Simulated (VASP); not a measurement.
Write the native input for VASP 6.6.1 that does the following.

| Item | Value |
| --- | --- |
| Task | single point |
| Functional | r2SCAN |
| Potentials or basis | VASP PAW PBE potentials, release 64 (Ti_sv, Al) |
| Cutoff | 520 eV |
| k mesh | 11 × 11 × 6 |
| Occupations | fermi-dirac, width 0.05 eV |
| Spin | no spin polarisation |
| Dipole correction | no |
| Further INCAR settings | ALGO = Normal; EDIFF = 1e-06; NBANDS = 14 |

Crystal: TiAl.

```
Ti Al
1.0
     2.92350    0.00000    0.00000
    -1.46175    2.53182    0.00000
     0.00000    0.00000    4.76983
Ti Al
1 1
Cartesian
  0.0000 0.0000 0.0000
  0.0000 1.6879 2.3849
```

These files were run (other wordings do the same):

POSCAR

```
TiAl
1.0
    2.9234973377      0.0000000000      0.0000000000
   -1.4617486688      2.5318229623      0.0000000000
    0.0000000000      0.0000000000      4.7698334112
Ti Al
1 1
Direct
    0.0000000000      0.0000000000      0.0000000000
    0.3333333333      0.6666666667      0.5000000000
```

INCAR.step1

```
SYSTEM = TiAl
PREC     = Accurate       ! precision mode
ENCUT    = 520            ! plane-wave cutoff, eV
ISMEAR   = -1             ! smearing method
SIGMA    = 0.05           ! smearing width, eV
LREAL    = .False.        ! projectors in reciprocal space
LASPH    = .True.         ! aspherical terms in the spheres
NELM     = 80             ! most SCF steps
NBANDS   = 14             ! bands
GGA      = PE             ! functional
ALGO     = Normal         ! electronic algorithm
EDIFF    = 1E-4           ! SCF threshold, eV
LWAVE    = .True.         ! write WAVECAR
LCHARG   = .False.        ! write CHGCAR
```

INCAR.step2

```
SYSTEM = TiAl
PREC     = Accurate       ! precision mode
ENCUT    = 520            ! plane-wave cutoff, eV
EDIFF    = 1E-6           ! SCF threshold, eV
ISMEAR   = -1             ! smearing method
SIGMA    = 0.05           ! smearing width, eV
LREAL    = .False.        ! projectors in reciprocal space
LASPH    = .True.         ! aspherical terms in the spheres
NELM     = 80             ! most SCF steps
ALGO     = Normal         ! electronic algorithm
ISIF     = 2              ! what is computed and relaxed
LWAVE    = .False.        ! write WAVECAR
LCHARG   = .False.        ! write CHGCAR
METAGGA  = R2SCAN         ! meta-GGA
LMIXTAU  = .True.       
NBANDS   = 14             ! bands
ISTART   = 1
```

KPOINTS

```
regular mesh
0
Gamma
  11 11 6
  0 0 0
```

Potentials or basis: VASP PAW PBE potentials, release 64 (Ti_sv, Al).

Launch:

```console
$ cat potpaw_PBE.64/Ti_sv/POTCAR potpaw_PBE.64/Al/POTCAR > POTCAR
$ cp INCAR.step1 INCAR
$ mpirun -np 1 vasp_std > vasp.out
$ cp INCAR.step2 INCAR
$ mpirun -np 1 vasp_std > vasp.out
```

Results of the run:

| Quantity | Value |
| --- | --- |
| Pressure | -6.7 GPa |

Caveat: the PAW data sets were made with another functional, which shifts forces and pressure a little.

It took 93 s on 1 thread of Intel Xeon 6975P-C, with other jobs on the host, peak memory 0.18 GiB.
